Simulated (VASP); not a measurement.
Input of a VASP 6.6.1 run:

File POSCAR:

```
Pd
1.0
    2.7268396102      0.0000000000      0.0000000000
   -1.3634198051      2.3615123745      0.0000000000
    0.0000000000      0.0000000000      4.5343992815
Pd
2
Direct
    0.3333333333      0.6666666667      0.2500000000
    0.6666666667      0.3333333333      0.7500000000
```

File INCAR.step1:

```
PREC = Accurate
ENCUT = 590
ISMEAR = -1
SIGMA = 0.05
LREAL = False
LASPH = True
NELM = 120
NBANDS = 25
GGA = PE
ALGO = Normal
EDIFF = 1E-5
LWAVE = True
LCHARG = False
GGA_COMPAT = False
```

File INCAR.step2:

```
PREC = Accurate
ENCUT = 590
EDIFF = 1E-6
ISMEAR = -1
SIGMA = 0.05
LREAL = False
LASPH = True
NELM = 120
ALGO = Normal
ISIF = 2
LWAVE = False
LCHARG = True
METAGGA = R2SCAN
LMIXTAU = True
LELF = True
LVHAR = True
NBANDS = 25
ISTART = 1
GGA_COMPAT = False
```

KPOINTS

```
Automatic mesh
0
Gamma
  11 11 6
```

Potentials or basis: VASP PAW PBE potentials, release 64 (Pd_sv_GW).

Launch:

```bash
$ cat potpaw_PBE.64/Pd_sv_GW/POTCAR > POTCAR
$ cp INCAR.step1 INCAR
$ mpirun -np 1 vasp_std > vasp.out
$ cp INCAR.step2 INCAR
$ mpirun -np 1 vasp_std > vasp.out
```

(1) Estimate the pressure.

(2) What does it give for the band gap on the k mesh?

Answers

(1) 4.0 GPa.

(2) zero (band 18 reaches 8.59 eV, above the bottom of band 19 at 7.66 eV).

Caveat: the PAW data sets were made with another functional, which shifts forces and pressure a little.
